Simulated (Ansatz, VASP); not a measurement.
## One calculation of Ag, two programs

Contents of POSCAR:

```
Ag
1.0
   -1.6556540000      1.6556540000      1.7798280500
    1.6556540000     -1.6556540000      1.7798280500
    1.6556540000      1.6556540000     -1.7798280500
Ag
1
Direct
    0.0000000000      0.0000000000      0.0000000000
```

The input INCAR.step1:

```
SYSTEM = Ag
  PREC = Accurate
  ENCUT = 520
  ISMEAR = 0
  SIGMA = 0.15
  LREAL = .FALSE.
  LASPH = .TRUE.
  NELM = 100
  NBANDS = 12
  GGA = PE
  ALGO = Normal
  EDIFF = 1E-4
  LWAVE = .TRUE.
  LCHARG = .FALSE.
```

File INCAR.step2:

```
SYSTEM = Ag
  PREC = Accurate
  ENCUT = 520
  EDIFF = 1E-6
  ISMEAR = 0
  SIGMA = 0.15
  LREAL = .FALSE.
  LASPH = .TRUE.
  NELM = 100
  ALGO = Normal
  ISIF = 2
  LWAVE = .FALSE.
  LCHARG = .FALSE.
  METAGGA = R2SCAN
  LMIXTAU = .TRUE.
  NBANDS = 12
  ISTART = 1
```

KPOINTS

```
regular mesh
0
G
  20 20 20
  0 0 0
```

Input for Ansatz:

```yaml
crystal:
  lattice:
    - [-1.655654, 1.655654, 1.77982805]
    - [1.655654, -1.655654, 1.77982805]
    - [1.655654, 1.655654, -1.77982805]
  atoms:
    - { symbol: Ag, position: [0.0, 0.0, 0.0] }
basis:
  ecutwfc: 500
kpoints:
  mp_grid: { grid: [20, 20, 20] }
hamiltonian:
  xc: r2scan
scf:
  occupations: { method: gaussian, width: 0.15 }
output:
  forces: true
  stress: true
  eigenvalues: true
  write_density: true
  write_potential: true
  elf: true
  volumetric_format: npy
```

Change from the starting cell: strain +0.0750 x Voigt [0, 0, 1, 0, 0, 0], atoms carried along.

Alike in both runs: task single point; functional r2SCAN; k mesh 20 × 20 × 20; occupations gaussian, width 0.15 eV; no spin polarisation.

|  | VASP | Ansatz |
| --- | --- | --- |
| version | VASP 6.6.1 | Ansatz 0.2.0 |
| potentials or method | VASP PAW PBE potentials, release 64 (Ag), cutoff 520 eV | scalar-relativistic, plane waves, PAW |
| valence electrons in the cell | 11 | 19 |

```tsv
	VASP	Ansatz	Ansatz less VASP
gap on the k mesh at the Fermi level (eV)	none	none	-
pressure (GPa)	-8.2	-8.2	-0.02
traceless stress, the component that is largest in VASP (GPa)	0.54	0.52	-0.012
```

VASP's potentials were made for PBE, not for r2SCAN. A gap of «none» marks a metal or a gap that the smearing closes. The functional is the same, so the differences come from potentials, cutoffs and numerics. VASP's potentials hold 11 valence electrons a cell and Ansatz's 19, so a difference there can come from the potentials and not from the codes.
